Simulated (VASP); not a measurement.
# CdF2 (Fm-3m) in VASP: further runs, part 2 of 2

VASP 6.6.1. The steps go on from the part before.

## (4) Single point, PBE+D3(BJ)

This run uses another cell than the first one, of 13.45 Å³/atom.

Input file INCAR:

```
SYSTEM = CdF2
PREC = Accurate
ENCUT = 520
EDIFF = 1E-6
ISMEAR = -1
SIGMA = 0.02
LREAL = .FALSE.
LASPH = .TRUE.
NELM = 60
ALGO = Normal
ISIF = 2
LWAVE = .FALSE.
LCHARG = .FALSE.
GGA = PE
IVDW = 12
NBANDS = 20
```

Input file KPOINTS:

```
regular mesh
0
G
  8 8 8
  0 0 0
```

Input file POSCAR:

```
CdF2
1.0
    0.0000000000      2.7222408728      2.7222408728
    2.7222408728      0.0000000000      2.7222408728
    2.7222408728      2.7222408728      0.0000000000
Cd F
1 2
Direct
    0.0000000000      0.0000000000      0.0000000000
    0.2500000000      0.2500000000      0.2500000000
    0.7500000000      0.7500000000      0.7500000000
```

Potentials or basis: VASP PAW PBE potentials, release 64 (Cd, F).

Command:

```sh
$ cat potpaw_PBE.64/Cd/POTCAR potpaw_PBE.64/F/POTCAR > POTCAR
$ mpirun -np 1 vasp_std > vasp.out
```

OUTCAR:

```text
SYSTEM = CdF2
   PREC = Accurate
   ENCUT = 520
   EDIFF = 1E-6
   ISMEAR = -1
   LREAL = .FALSE.
   LASPH = .TRUE.
   NELM = 60
   ISIF = 2
   GGA = PE
   IVDW = 12
 IVDW          = 12

 ion  position               nearest neighbor table
   1  0.000  0.000  0.000-   3 2.36   3 2.36   3 2.36   2 2.36   3 2.36   2 2.36   2 2.36   2 2.36

   2  0.250  0.250  0.250-   1 2.36   1 2.36   1 2.36   1 2.36
   3  0.750  0.750  0.750-   1 2.36   1 2.36   1 2.36   1 2.36

  LATTYP: Found a face centered cubic cell.
 ALAT       =     5.4444817456

  Lattice vectors:

 A1 = (   0.0000000000,   2.7222408728,   2.7222408728)
 A2 = (   2.7222408728,   0.0000000000,   2.7222408728)
 A3 = (   2.7222408728,   2.7222408728,   0.0000000000)

Analysis of symmetry for initial positions (statically):
=====================================================================
 Subroutine PRICEL returns:
 Original cell was already a primitive cell.

 Routine SETGRP: Setting up the symmetry group for a
 face centered cubic supercell.

 Subroutine GETGRP returns: Found 48 space group operations
 (whereof 48 operations were pure point group operations)
 out of a pool of 48 trial point group operations.

The static configuration has the point symmetry O_h .

Analysis of symmetry for dynamics (positions and initial velocities):
=====================================================================
 Subroutine PRICEL returns:
 Original cell was already a primitive cell.

 Routine SETGRP: Setting up the symmetry group for a
 face centered cubic supercell.

 Subroutine GETGRP returns: Found 48 space group operations
 (whereof 48 operations were pure point group operations)
 out of a pool of 48 trial point group operations.

The dynamic configuration has the point symmetry O_h .

 Subroutine INISYM returns: Found 48 space group operations
 (whereof 48 operations are pure point group operations),
 and found     1 'primitive' translations

----------------------------------------------------------------------------------------

                                     Primitive cell

  volume of cell :      40.3469

  direct lattice vectors                    reciprocal lattice vectors
     0.000000000  2.722240873  2.722240873    -0.183672211  0.183672211  0.183672211
     2.722240873  0.000000000  2.722240873     0.183672211 -0.183672211  0.183672211
     2.722240873  2.722240873  0.000000000     0.183672211  0.183672211 -0.183672211

  length of vectors
     3.849829962  3.849829962  3.849829962     0.318129601  0.318129601  0.318129601

  position of ions in fractional coordinates (direct lattice)
     0.000000000  0.000000000  0.000000000
     0.250000000  0.250000000  0.250000000
     0.750000000  0.750000000  0.750000000

  ion indices of the primitive-cell ions
   primitive index   ion index
                 1           1
                 2           2
                 3           3

----------------------------------------------------------------------------------------

 KPOINTS: regular mesh

Automatic generation of k-mesh.
 Grid dimensions read from file:
 generate k-points for:    8    8    8

 Generating k-lattice:

  Cartesian coordinates                     Fractional coordinates (reciprocal lattice)
    -0.022959026  0.022959026  0.022959026     0.125000000  0.000000000  0.000000000
     0.022959026 -0.022959026  0.022959026     0.000000000  0.125000000  0.000000000
     0.022959026  0.022959026 -0.022959026     0.000000000  0.000000000  0.125000000

  Length of vectors
     0.039766200  0.039766200  0.039766200

  Shift w.r.t. Gamma in fractional coordinates (k-lattice)
     0.000000000  0.000000000  0.000000000

 Subroutine IBZKPT returns following result:
 ===========================================

 Found     29 irreducible k-points:

 Following reciprocal coordinates:
            Coordinates               Weight
  0.000000  0.000000  0.000000      1.000000
  0.125000  0.000000  0.000000      8.000000
  0.250000  0.000000  0.000000      8.000000
  0.375000  0.000000  0.000000      8.000000
  0.500000  0.000000  0.000000      4.000000
  0.125000  0.125000  0.000000      6.000000
[... 16 lines left out ...]
  0.500000  0.250000  0.125000     48.000000
 -0.375000  0.250000  0.125000     24.000000
 [... further k-points ...]
   k-points           NKPTS =     29   k-points in BZ     NKDIM =     29   number of bands    NBANDS=     20
   number of dos      NEDOS =    301   number of ions     NIONS =      3
   total plane-waves  NPLWV =  27000
   dimension x,y,z NGX =    30 NGY =   30 NGZ =   30
   dimension x,y,z NGXF=    60 NGYF=   60 NGZF=   60
   ions per type =               1   2
   NGX,Y,Z   is equivalent  to a cutoff of  12.95, 12.95, 12.95 a.u.
   NGXF,Y,Z  is equivalent  to a cutoff of  25.91, 25.91, 25.91 a.u.
 SYSTEM =  CdF2
   PREC   = accura    normal or accurate (medium, high low for compatibility)
   ISTART =      0    job   : 0-new  1-cont  2-samecut
   ICHARG =      2    charge: 1-file 2-atom 10-const
   ISPIN  =      1    spin polarized calculation?
   LNONCOLLINEAR =      F non collinear calculations
   LSORBIT =      F    spin-orbit coupling
   LASPH  =      T    aspherical Exc in radial PAW
   ENCUT  =  520.0 eV  38.22 Ry    6.18 a.u.   7.16  7.16  7.16*2*pi/ulx,y,z
   NELM   =     60;   NELMIN=  2; NELMDL= -5     # of ELM steps
   EDIFF  = 0.1E-05   stopping-criterion for ELM
   LREAL  =      F    real-space projection
   EDIFFG = 0.1E-04   stopping-criterion for IOM
   NSW    =      0    number of steps for IOM
   IBRION =     -1    ionic relax: 0-MD 1-quasi-New 2-CG
   NFREE  =      0    steps in history (QN), initial steepest desc. (CG)
   ISIF   =      2    stress and relaxation
   ISYM   =      2    0-nonsym 1-usesym 2-fastsym
   POTIM  = 0.5000    time-step for ionic-motion
   TEBEG  =    0.0;   TEEND  =   0.0 temperature during run
   PSTRESS=    0.0 pullay stress
   NELECT =      26.0000    total number of electrons
   NUPDOWN=      -1.0000    fix difference up-down
   EMIN   =  10.00;   EMAX   =-10.00  energy-range for DOS
   EFERMI =   0.00;   METHOD = LEGACY
   ISMEAR =    -1;   SIGMA  =   0.02  broadening in eV -4-tet -1-fermi 0-gaus
   EFERMI_NEDOS =   21; number of points for ismear=-14 and -15
   IALGO  =     38    algorithm
   IMIX   =      4    mixing-type and parameters
     AMIX     =   0.40;   BMIX     =  1.00
     AMIX_MAG =   1.60;   BMIX_MAG =  1.00
  volume/ion in A,a.u.               =      13.45        90.76
  Fermi-wavevector in a.u.,A,eV,Ry     =   1.414043  2.672155 27.205103  1.999519
  Thomas-Fermi vector in A             =   2.535626
   LORBIT       =      0    0 simple, 1 ext, 2 COOP (PROOUT), +10 PAW based schemes
   GGA     = PE    functional components
   LHFCALC =     F    Hartree Fock is set to
   AEXX    =    0.0000 exact exchange contribution
   IVDW    =    12    specifies the selected vdW correction
   LEPSILON=     F    determine dielectric tensor
   LRPA    =     F    only Hartree local field effects (RPA)
 non-spin polarized calculation
  energy-cutoff  :      520.00
  volume of cell :       40.35
 maximum number of plane-waves:      1106
 NGX is ok and might be reduce to    30
   NGX = 15   NGY = 15   NGZ = 15

 number of electron      25.9999986 magnetization

 Free energy of the ion-electron system (eV)
  ---------------------------------------------------
  ext. energy  EPLUGINS =         0.00000000
  ---------------------------------------------------
  free energy    TOTEN  =       -10.89559814 eV

  energy without entropy =      -10.89559814  energy(sigma->0) =      -10.89559814

 E-fermi :  -1.1463     XC(G=0): -10.2430

 val. band max:       -1.5418741602   @ k =  -0.2500   0.5000   0.2500
 cond. band min:       1.4155594886   @ k =   0.0000   0.0000   0.0000
 fundamental gap:      2.9574336488
 Fermi energy:        -1.1463203992

 k-point     1 :       0.0000    0.0000    0.0000
  band No.  band energies     occupation
      1     -22.1775      2.00000
      2     -21.1577      2.00000
      3      -7.0694      2.00000
      4      -7.0694      2.00000
      5      -7.0694      2.00000
      6      -5.9941      2.00000
[... 12 lines left out ...]
     19      18.1292      0.00000
[... 513 lines left out ...]
      4      -6.5564      2.00000
      5      -6.0300      2.00000
      6      -6.0166      2.00000
[... 12 lines left out ...]
     19      16.9463      0.00000
     20      20.4911      0.00000

 [... further k-points ...]

------------------------ aborting loop because EDIFF is reached ----------------------------------------

 Edisp (eV)   -0.48661

 E8    (eV) :    -0.1841

  FORCE on cell =-STRESS in cart. coord.  units (eV):
  Direction    XX          YY          ZZ          XY          YZ          ZX
  --------------------------------------------------------------------------------------
  -------------------------------------------------------------------------------------
  Total       0.16488     0.16488     0.16488     0.00000    -0.00000     0.00000
  in kB       6.54728     6.54728     6.54728     0.00000    -0.00000     0.00000
  external pressure =        6.55 kB  Pullay stress =        0.00 kB

 VOLUME and BASIS-vectors are now :
 -----------------------------------------------------------------------------
  energy-cutoff  :      520.00
  volume of cell :       40.35
      direct lattice vectors                 reciprocal lattice vectors
     0.000000000  2.722240873  2.722240873    -0.183672211  0.183672211  0.183672211
     2.722240873  0.000000000  2.722240873     0.183672211 -0.183672211  0.183672211
     2.722240873  2.722240873  0.000000000     0.183672211  0.183672211 -0.183672211

 POSITION                                       TOTAL-FORCE (eV/Angst)
 -----------------------------------------------------------------------------------
      0.00000      0.00000      0.00000        -0.000000     -0.000000     -0.000000
      1.36112      1.36112      1.36112        -0.000000      0.000000      0.000000
      4.08336      4.08336      4.08336         0.000000      0.000000     -0.000000
 -----------------------------------------------------------------------------------
    total drift:                                0.000000     -0.000000      0.000000

  FREE ENERGIE OF THE ION-ELECTRON SYSTEM (eV)
  ---------------------------------------------------
  free  energy   TOTEN  =       -11.3822051437 eV

  energy  without entropy=      -11.3822051437  energy(sigma->0) =      -11.38220514
```

OSZICAR:

```text
N       E                     dE             d eps       ncg     rms          rms(c)
DAV:   1     0.191141196916E+03    0.19114E+03   -0.15426E+04  1224   0.132E+03
DAV:   2    -0.433309186265E+01   -0.19547E+03   -0.18605E+03  1264   0.338E+02
DAV:   3    -0.126122590623E+02   -0.82792E+01   -0.82604E+01  1340   0.756E+01
DAV:   4    -0.126466945520E+02   -0.34435E-01   -0.34434E-01  1248   0.506E+00
DAV:   5    -0.126468216689E+02   -0.12712E-03   -0.12712E-03  1316   0.275E-01    0.986E+00
DAV:   6    -0.108674226374E+02    0.17794E+01   -0.40955E+00  1480   0.383E+01    0.710E+00
DAV:   7    -0.109129390960E+02   -0.45516E-01   -0.91303E-01  1176   0.858E+00    0.403E+00
DAV:   8    -0.109041096624E+02    0.88294E-02   -0.14648E-01  1192   0.349E+00    0.729E-01
DAV:   9    -0.108949144184E+02    0.91952E-02   -0.35101E-02  1408   0.222E+00    0.923E-02
DAV:  10    -0.108954695325E+02   -0.55511E-03   -0.29454E-03  1196   0.614E-01    0.124E-01
DAV:  11    -0.108955743609E+02   -0.10483E-03   -0.16799E-04  1228   0.131E-01    0.420E-02
DAV:  12    -0.108955966112E+02   -0.22250E-04   -0.54307E-05  1212   0.620E-02    0.185E-02
DAV:  13    -0.108955984453E+02   -0.18341E-05   -0.80433E-06  1232   0.230E-02    0.391E-03
DAV:  14    -0.108955981354E+02    0.30989E-06   -0.78013E-07  1028   0.108E-02
   1 F= -.11382205E+02 E0= -.11382205E+02  d E =-.377646E-10
```

It took 27 s on 1 thread of Intel Xeon Platinum 8259CL at 2.50GHz (Skylake/Cascade Lake), shared host; peak memory 0.18 GiB.

What came out:

| Property | Result |
| --- | --- |
| Free energy | -11.3822 eV |
| Pressure | 0.7 GPa |
| Band gap on the k mesh | 2.96 eV (least direct gap 3.49 eV) |
| Dispersion energy per atom | -0.162 eV |

Levels at points of the mesh, in eV from the valence-band top:
| k point | band 11 | band 12 | band 13 | band 14 | band 15 | band 16 |
| --- | --- | --- | --- | --- | --- | --- |
| (0.00, 0.00, 0.00) | -0.54 | -0.54 | -0.54 | 2.96 | 12.55 | 12.55 |
| (0.50, 0.00, 0.00) | -1.72 | -0.42 | -0.42 | 6.94 | 9.05 | 14.22 |
| (0.50, 0.50, 0.00) | -0.44 | -0.09 | -0.09 | 7.75 | 9.48 | 11.86 |

## (5) Single point, PBE+D4

This run uses another cell than the first one, of 13.46 Å³/atom.

Input file INCAR:

```
PREC = Accurate
ENCUT = 520
EDIFF = 1E-7
ISMEAR = -1
SIGMA = 0.02
LREAL = False
LASPH = True
NELM = 100
ALGO = Normal
ISIF = 2
LWAVE = False
LCHARG = False
GGA = PE
IVDW = 13
NBANDS = 20
```

Input file KPOINTS:

```
Automatic mesh
0
Gamma
  8 8 8
```

Input file POSCAR:

```
CdF2
1.0
    0.0000000000      2.7227718612      2.7227718612
    2.7227718612      0.0000000000      2.7227718612
    2.7227718612      2.7227718612      0.0000000000
Cd F
1 2
Direct
    0.0000000000      0.0000000000      0.0000000000
    0.2500000000      0.2500000000      0.2500000000
    0.7500000000      0.7500000000      0.7500000000
```

Potentials or basis: VASP PAW PBE potentials, release 64 (Cd, F).

Command:

```sh
$ cat potpaw_PBE.64/Cd/POTCAR potpaw_PBE.64/F/POTCAR > POTCAR
$ mpirun -np 1 vasp_std > vasp.out
```

OUTCAR:

```text
PREC = Accurate
   ENCUT = 520
   EDIFF = 1E-7
   ISMEAR = -1
   LREAL = False
   LASPH = True
   NELM = 100
   ISIF = 2
   GGA = PE
   IVDW = 13

 ion  position               nearest neighbor table
   1  0.000  0.000  0.000-   3 2.36   3 2.36   3 2.36   2 2.36   3 2.36   2 2.36   2 2.36   2 2.36

   2  0.250  0.250  0.250-   1 2.36   1 2.36   1 2.36   1 2.36
   3  0.750  0.750  0.750-   1 2.36   1 2.36   1 2.36   1 2.36

  LATTYP: Found a face centered cubic cell.
 ALAT       =     5.4455437224

  Lattice vectors:

 A1 = (   0.0000000000,   2.7227718612,   2.7227718612)
 A2 = (   2.7227718612,   0.0000000000,   2.7227718612)
 A3 = (   2.7227718612,   2.7227718612,   0.0000000000)

Analysis of symmetry for initial positions (statically):
=====================================================================
 Subroutine PRICEL returns:
 Original cell was already a primitive cell.

 Routine SETGRP: Setting up the symmetry group for a
 face centered cubic supercell.

 Subroutine GETGRP returns: Found 48 space group operations
 (whereof 48 operations were pure point group operations)
 out of a pool of 48 trial point group operations.

[... 163 lines left out ...]

 E-fermi :  -1.1493     XC(G=0): -10.2398

 val. band max:       -1.5459612572   @ k =  -0.2500   0.5000   0.2500
 cond. band min:       1.4093151715   @ k =   0.0000   0.0000   0.0000
 fundamental gap:      2.9552764287
 Fermi energy:        -1.1492845856

 k-point     1 :       0.0000    0.0000    0.0000
  band No.  band energies     occupation
      1     -22.1785      2.00000
      2     -21.1603      2.00000
      3      -7.0720      2.00000
      4      -7.0720      2.00000
      5      -7.0720      2.00000
      6      -5.9991      2.00000
[... 541 lines left out ...]
     19      16.9379      0.00000
     20      20.4861      0.00000

 [... further k-points ...]

------------------------ aborting loop because EDIFF is reached ----------------------------------------

  DFT-D4 for vdW energy calculation

  Edisp (eV):   -0.51343

  FORCE on cell =-STRESS in cart. coord.  units (eV):
  Direction    XX          YY          ZZ          XY          YZ          ZX
  --------------------------------------------------------------------------------------
  -------------------------------------------------------------------------------------
  Total       0.15056     0.15056     0.15056     0.00000     0.00000    -0.00000
  in kB       5.97538     5.97538     5.97538     0.00000     0.00000    -0.00000
  external pressure =        5.98 kB  Pullay stress =        0.00 kB

 VOLUME and BASIS-vectors are now :
 -----------------------------------------------------------------------------
  energy-cutoff  :      520.00
  volume of cell :       40.37
      direct lattice vectors                 reciprocal lattice vectors
     0.000000000  2.722771861  2.722771861    -0.183636392  0.183636392  0.183636392
     2.722771861  0.000000000  2.722771861     0.183636392 -0.183636392  0.183636392
     2.722771861  2.722771861  0.000000000     0.183636392  0.183636392 -0.183636392

 POSITION                                       TOTAL-FORCE (eV/Angst)
 -----------------------------------------------------------------------------------
      0.00000      0.00000      0.00000        -0.000000      0.000000     -0.000000
      1.36139      1.36139      1.36139         0.000000      0.000000      0.000000
      4.08416      4.08416      4.08416        -0.000000     -0.000000     -0.000000
 -----------------------------------------------------------------------------------
    total drift:                                0.000000     -0.000000      0.000000

  FREE ENERGIE OF THE ION-ELECTRON SYSTEM (eV)
  ---------------------------------------------------
  free  energy   TOTEN  =       -11.4094351733 eV

  energy  without entropy=      -11.4094351733  energy(sigma->0) =      -11.40943517
```

OSZICAR:

```text
N       E                     dE             d eps       ncg     rms          rms(c)
DAV:   1     0.189240643390E+03    0.18924E+03   -0.15606E+04  1232   0.132E+03
DAV:   2    -0.466760425759E+01   -0.19391E+03   -0.18626E+03  1280   0.340E+02
DAV:   3    -0.126157098414E+02   -0.79481E+01   -0.79279E+01  1344   0.741E+01
DAV:   4    -0.126479923546E+02   -0.32283E-01   -0.32281E-01  1248   0.492E+00
DAV:   5    -0.126481066177E+02   -0.11426E-03   -0.11426E-03  1332   0.265E-01    0.985E+00
DAV:   6    -0.108678379216E+02    0.17803E+01   -0.40974E+00  1480   0.383E+01    0.710E+00
DAV:   7    -0.109133851189E+02   -0.45547E-01   -0.91392E-01  1192   0.859E+00    0.403E+00
DAV:   8    -0.109045263025E+02    0.88588E-02   -0.14670E-01  1196   0.350E+00    0.729E-01
DAV:   9    -0.108953196727E+02    0.92066E-02   -0.35155E-02  1400   0.222E+00    0.923E-02
DAV:  10    -0.108958748577E+02   -0.55519E-03   -0.29488E-03  1196   0.615E-01    0.124E-01
DAV:  11    -0.108959794984E+02   -0.10464E-03   -0.16884E-04  1236   0.132E-01    0.422E-02
DAV:  12    -0.108960017838E+02   -0.22285E-04   -0.54818E-05  1208   0.623E-02    0.185E-02
DAV:  13    -0.108960036240E+02   -0.18402E-05   -0.80492E-06  1244   0.230E-02    0.394E-03
DAV:  14    -0.108960033127E+02    0.31130E-06   -0.79916E-07  1260   0.109E-02    0.141E-03
DAV:  15    -0.108960033479E+02   -0.35252E-07   -0.90328E-08  1008   0.275E-03
   1 F= -.11409435E+02 E0= -.11409435E+02  d E =-.358169E-10
```

Run time: 28 s. Hardware: 1 thread of Intel Xeon Platinum 8259CL at 2.50GHz (Skylake/Cascade Lake), shared host; peak memory 0.18 GiB.

What came out:

| Quantity | Value |
| --- | --- |
| Free energy | -11.4094 eV |
| Pressure | 0.6 GPa |
| Band gap on the k mesh | 2.96 eV (least direct gap 3.49 eV) |
| Dispersion energy per atom | -0.171 eV |

Levels at points of the mesh, in eV from the valence-band top:
| k point | band 11 | band 12 | band 13 | band 14 | band 15 | band 16 |
| --- | --- | --- | --- | --- | --- | --- |
| (0.00, 0.00, 0.00) | -0.54 | -0.54 | -0.54 | 2.96 | 12.55 | 12.55 |
| (0.50, 0.00, 0.00) | -1.72 | -0.42 | -0.42 | 6.93 | 9.05 | 14.22 |
| (0.50, 0.50, 0.00) | -0.44 | -0.09 | -0.09 | 7.74 | 9.48 | 11.86 |

A k mesh can miss the band edges. As with any semilocal functional, this PBE gap is likely too small.

## (6) Overview

```csv
level,potentials or basis,cell,smearing,gap on the mesh (eV),pressure (GPa)
PBE,"VASP PAW PBE potentials, release 64 (Cd, F)","a = 3.794 Å, angles 60.0°, 3 atoms",fermi-dirac 0.02 eV,3.11,7.8
LDA,"VASP PAW LDA potentials, release 64 (Cd, F)","a = 3.794 Å, angles 60.0°, 3 atoms",gaussian 0.01 eV,2.84,-3.4
PBE+D3(BJ),"VASP PAW PBE potentials, release 64 (Cd, F)","a = 3.850 Å, angles 60.0°, 3 atoms",fermi-dirac 0.02 eV,2.96,0.7
PBE+D4,"VASP PAW PBE potentials, release 64 (Cd, F)","a = 3.851 Å, angles 60.0°, 3 atoms",fermi-dirac 0.02 eV,2.96,0.6
```

Alike in all rows: task single point; no spin polarisation; k mesh 8 × 8 × 8; cutoff (eV) 520.

Caveats: the cell stands under pressure (at least some runs); the cell stands under tension (at least some runs).

Total energies depend on the potentials used, so only differences within one code and one set of settings carry meaning.
